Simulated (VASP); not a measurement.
Input of a VASP 6.6.1 run:

Contents of INCAR:

```
  PREC = Accurate
  ENCUT = 520
  EDIFF = 1E-6
  ISMEAR = 0
  SIGMA = 0.1
  LREAL = False
  LASPH = True
  NELM = 100
  ALGO = Normal
  ISIF = 2
  LWAVE = False
  LCHARG = False
  GGA = PE
  NBANDS = 28
```

Contents of KPOINTS:

```
regular mesh
0
Gamma
  3 3 4
```

Contents of POSCAR:

```
ZnCl4
1.0
    7.0756429834      0.0000000000      0.0000000000
   -3.5378214917      6.1276865718      0.0000000000
    0.0000000000      0.0000000000      6.1059263206
Zn Cl
1 4
Direct
    0.0000000000      0.0000000000      0.5000000000
    0.3333333333      0.6666666667      0.8357210093
    0.3333333333      0.6666666667      0.1642789907
    0.6666666667      0.3333333333      0.1642789907
    0.6666666667      0.3333333333      0.8357210093
```

Potentials or basis: VASP PAW PBE potentials, release 64 (Zn, Cl).

Launch:

```sh
$ cat potpaw_PBE.64/Zn/POTCAR potpaw_PBE.64/Cl/POTCAR > POTCAR
$ mpirun -np 1 vasp_std > vasp.out
```

Question: Predict the band gap on the k mesh.

Answer: 1.05 eV, indirect (least direct gap 1.08 eV).

Question: What does it give for the pressure?

Answer: -0.2 GPa.

Stress tensor (GPa, compression positive):
```
-0.02  0.00  0.00
 0.00 -0.02  0.00
 0.00  0.00 -0.46
```

A k mesh can miss the band edges.
